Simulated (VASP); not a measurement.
Input of a VASP 6.6.1 run:

The input INCAR:

```
PREC = Accurate ; ENCUT = 520
EDIFF = 1E-6 ; ISMEAR = 0
SIGMA = 0.05 ; LREAL = False
LASPH = True ; NELM = 60
ALGO = Normal ; ISIF = 2
LWAVE = False ; LCHARG = True
GGA = PE ; IVDW = 12
LVHAR = True ; NELECT = 96.0
NBANDS = 60 ; KPAR = 4
```

The input KPOINTS:

```
Automatic mesh
0
Gamma
  6 6 6
```

POSCAR

```
Sn4O7
1.0
   -3.2376496260     -1.8692578831      4.2923370236
    3.2376496260     -1.8692578831      4.2923370236
    0.0000000000      3.7385157663      4.2923370236
Sn O
4 7
Direct
    0.5000000000      0.5000000000      0.5000000000
    0.0000000000      0.0000000000      0.5000000000
    0.0000000000      0.5000000000      0.0000000000
    0.5000000000      0.0000000000      0.0000000000
    0.7436146560      0.7436146560      0.2436146560
    0.7436146560      0.2436146560      0.7436146560
    0.2436146560      0.7436146560      0.7436146560
    0.7563853440      0.7563853440      0.7563853440
    0.2563853440      0.2563853440      0.7563853440
    0.2563853440      0.7563853440      0.2563853440
    0.7464049599      0.2878162693      0.2558079740
```

Potentials or basis: VASP PAW PBE potentials, release 64 (Sn_d, O).

Run with:

```bash
$ cat potpaw_PBE.64/Sn_d/POTCAR potpaw_PBE.64/O/POTCAR > POTCAR
$ mpirun -np 4 vasp_std > vasp.out
```

(1) What does it give for the dispersion energy per atom?

(2) Estimate the largest force.

Results:

(1) -0.201 eV.

(2) 3.457 eV/Å.

Caveat: the cell carries a net charge on a neutralising background, which shifts energy and pressure; the cell differs from its parent crystal (atoms taken out, atom 11 moved 0.000 of the way to it and +0.167 Å across, host rigid).
